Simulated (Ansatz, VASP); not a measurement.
# Ru: VASP beside Ansatz

File INCAR:

```
PREC = Accurate
ENCUT = 520
EDIFF = 1E-6
ISMEAR = -1
SIGMA = 0.1
LREAL = False
LASPH = True
NELM = 100
ALGO = Normal
ISIF = 2
LWAVE = False
LCHARG = False
NBANDS = 13
```

The input KPOINTS:

```
Automatic mesh
0
Gamma
  17 17 17
```

POSCAR

```
Ru
1.0
   -1.5581175410      1.5581175410      1.5581175410
    1.5581175410     -1.5581175410      1.5581175410
    1.5581175410      1.5581175410     -1.5581175410
Ru
1
Direct
    0.0000000000      0.0000000000      0.0000000000
```

Input for Ansatz:

```yaml
crystal:
  lattice:
    - [-1.558117541, 1.558117541, 1.558117541]
    - [1.558117541, -1.558117541, 1.558117541]
    - [1.558117541, 1.558117541, -1.558117541]
  atoms:
    - { symbol: Ru, position: [0.0, 0.0, 0.0] }
hamiltonian:
  xc: lda
  pseudopotentials:
    kind: paw
    azcp:
      Ru: "pseudopotentials/Ru.paw.azcp"
basis:
  ecutwfc: 420
  fft_grid_basis: typed
kpoints:
  mp_grid: { grid: [17, 17, 17], shift: [0, 0, 0] }
magnetization:
  spin_polarized: false
scf:
  occupations: { method: fermi_dirac, width: 0.1 }
  lower_state_search: "off"
output:
  stress: true
```

Alike in both runs: task single point; functional LDA; k mesh 17 × 17 × 17; occupations fermi-dirac, width 0.1 eV; no spin polarisation.

|  | VASP | Ansatz |
| --- | --- | --- |
| version | VASP 6.6.1 | Ansatz 0.2.0 |
| potentials or method | VASP PAW LDA potentials, release 64 (Ru_pv), cutoff 520 eV | plane waves (420 eV) with PAW, scalar-relativistic |
| valence electrons in the cell | 14 | 16 |

VASP gave:

| Property | Result |
| --- | --- |
| pressure (GPa) | -27.7 |

Question: What did Ansatz give for the same quantities?

Answer: Pressure (GPa): -28.2.

Ansatz warns that its potentials were made for another functional, while VASP's fit it. LDA's correlation is that of Perdew and Zunger in VASP and of Perdew and Wang (1992) in Ansatz. VASP's potentials hold 14 valence electrons a cell and Ansatz's 16, so a difference there can come from the potentials and not from the codes.
